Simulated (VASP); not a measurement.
# EuFe3: single point with PBE

EuFe3:

```
Eu Fe
1.0
     3.96284    0.00000    0.00000
     0.00000    3.96284    0.00000
     0.00000    0.00000    3.96284
Eu Fe
1 3
Direct
  0.00000 0.00000 0.00000
  0.00000 0.50000 0.50000
  0.50000 0.50000 0.00000
  0.50000 0.00000 0.50000
```

| Item | Value |
| --- | --- |
| Program | VASP 6.6.1 |
| Task | single point |
| Functional | PBE |
| Potentials or basis | VASP PAW PBE potentials, release 64 (Eu, Fe) |
| Cutoff | 520 eV |
| k mesh | 8 × 8 × 8, shifted |
| Occupations | gaussian, width 0.05 eV |
| Spin | collinear spin, ferrimagnetic start |
| Starting moments | [7.0, -2.5, -2.5, -2.5] μB |

```yaml
Pressure: 0.4 GPa
Net_moment: -0.50 μB per cell
Site_moments: Eu +6.46; Fe -2.46 μB
Valence_electrons_inside_the_program's_atomic_spheres: Eu 14.98; Fe 7.00
```

Levels at points of the mesh, in eV from the Fermi level:
Spin up:
| k point | band 16 | band 17 | band 18 | band 19 | band 20 | band 21 | band 22 | band 23 | band 24 | band 25 |
| --- | --- | --- | --- | --- | --- | --- | --- | --- | --- | --- |
| (0.06, 0.06, 0.06) | -0.77 | -0.75 | -0.73 | -0.07 | 0.00 | 0.00 | 1.21 | 1.21 | 1.33 | 1.33 |
Spin down:
| k point | band 17 | band 18 | band 19 | band 20 | band 21 | band 22 | band 23 | band 24 | band 25 | band 26 |
| --- | --- | --- | --- | --- | --- | --- | --- | --- | --- | --- |
| (0.06, 0.06, 0.06) | -1.25 | -0.94 | -0.94 | -0.85 | 2.18 | 2.18 | 2.35 | 3.28 | 3.28 | 3.66 |

Wall time 5.5 min on 1 thread of Oxide Virtual Turin-like Processor (shared host), peak memory 0.21 GiB.

Caveat: spin-orbit coupling is left out, which moves the levels of the heavy elements; semilocal functionals describe open f shells poorly, which spoils levels, moments and volumes. The state reached can hang on the start; a lower one may exist.
